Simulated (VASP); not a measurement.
Set up this calculation in VASP 6.6.1, as the native input.

| Item | Value |
| --- | --- |
| Task | single point |
| Functional | PBE |
| Potentials or basis | VASP PAW PBE potentials, release 64 (V_sv) |
| Cutoff | 520 eV |
| k mesh | 14 × 14 × 7 |
| Occupations | fermi-dirac, width 0.05 eV |
| Spin | collinear spin, ferromagnetic start |
| Starting moments | [1.0, 1.0] μB |
| Fixed moment | 2 μB |
| Dipole correction | no |
| Further INCAR settings | ALGO = Normal; EDIFF = 1e-07; NBANDS = 24 |

The structure of V lies in POSCAR:

```
V
1.0
    2.6042941027      0.0000000000      0.0000000000
   -1.3021470513      2.2553848518      0.0000000000
    0.0000000000      0.0000000000      4.7233360000
V
2
Direct
    0.6666666667      0.3333333333      0.7500000000
    0.3333333333      0.6666666667      0.2500000000
```

One way to write it, as run:

INCAR

```
SYSTEM = V
ALGO     = Normal         ! electronic algorithm
EDIFF    = 1E-7           ! SCF threshold, eV
ENCUT    = 520            ! plane-wave cutoff, eV
GGA      = PE             ! functional
ISIF     = 2              ! what is computed and relaxed
ISMEAR   = -1             ! smearing method
ISPIN    = 2              ! spin polarisation
LASPH    = .True.         ! aspherical terms in the spheres
LCHARG   = .True.         ! write CHGCAR
LELF     = .True.         ! ELF
LMAXMIX  = 4              ! l up to which the mixer works
LORBIT   = 11             ! projections on sites
LREAL    = .False.        ! projectors in reciprocal space
LVHAR    = .True.       
LWAVE    = .False.        ! write WAVECAR
MAGMOM   = 1 1            ! initial moments
NBANDS   = 24             ! bands
NELM     = 150            ! most SCF steps
NUPDOWN  = 2.0            ! fixed moment
PREC     = Accurate       ! precision mode
SIGMA    = 0.05           ! smearing width, eV
```

KPOINTS

```
k-points
0
Gamma
  14 14 7
  0 0 0
```

Potentials or basis: VASP PAW PBE potentials, release 64 (V_sv).

Run with:

```sh
$ cat potpaw_PBE.64/V_sv/POTCAR > POTCAR
$ mpirun -np 1 vasp_std > vasp.out
```

It gave:

```
Pressure                                              : 4.1 GPa
Net moment                                            : 2.00 μB per cell
Site moments                                          : V +0.85 μB
Valence electrons inside the program's atomic spheres : V 11.63
```

Caveat: the total moment is fixed, so each spin has its own Fermi level.

Wall time 2.1 min on 1 thread of Intel(R) Xeon(R) Platinum 8259CL CPU @ 2.50GHz (Skylake/Cascade Lake), with other jobs on the host, peak memory 0.21 GiB.
